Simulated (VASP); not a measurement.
A run of VASP 6.6.1 is set up as follows.

File INCAR:

```
SYSTEM = CsH
PREC     = Accurate       ! precision mode
ENCUT    = 520            ! plane-wave cutoff, eV
EDIFF    = 1E-6           ! SCF threshold, eV
ISMEAR   = -1             ! smearing method
SIGMA    = 0.03           ! smearing width, eV
LREAL    = .False.        ! projectors in reciprocal space
LASPH    = .True.         ! aspherical terms in the spheres
NELM     = 60             ! most SCF steps
ALGO     = Normal         ! electronic algorithm
ISIF     = 2              ! what is computed and relaxed
LWAVE    = .False.        ! write WAVECAR
LCHARG   = .False.        ! write CHGCAR
GGA      = PS             ! functional
NBANDS   = 30             ! bands
```

The input KPOINTS:

```
regular mesh
0
Gamma
  4 4 4
  0 0 0
```

File POSCAR:

```
CsH
1.0
    6.2587983141      0.0000000000      0.0000000000
    0.0000000000      6.2587983141      0.0000000000
    0.0000000000      0.0000000000      6.2587983141
Cs H
4 4
Direct
    0.7504504175      0.7495495825      0.2504504175
    0.7495495825      0.2504504175      0.7504504175
    0.2504504175      0.7504504175      0.7495495825
    0.2495495825      0.2495495825      0.2495495825
    0.2493687991      0.2506312009      0.7493687991
    0.2506312009      0.7493687991      0.2493687991
    0.7493687991      0.2493687991      0.2506312009
    0.7506312009      0.7506312009      0.7506312009
```

Potentials or basis: VASP PAW PBE potentials, release 64 (Cs_sv, H).

Command:

```sh
$ cat potpaw_PBE.64/Cs_sv/POTCAR potpaw_PBE.64/H/POTCAR > POTCAR
$ mpirun -np 1 vasp_std > vasp.out
```

(1) Estimate the pressure.

(2) What does it give for the band gap on the k mesh?

Answers

(1) 0.0 GPa.

(2) 2.05 eV.

Caveat: the PAW data sets were made with another functional, which shifts forces and pressure a little; spin-orbit coupling is left out, which moves the levels of the heavy elements.
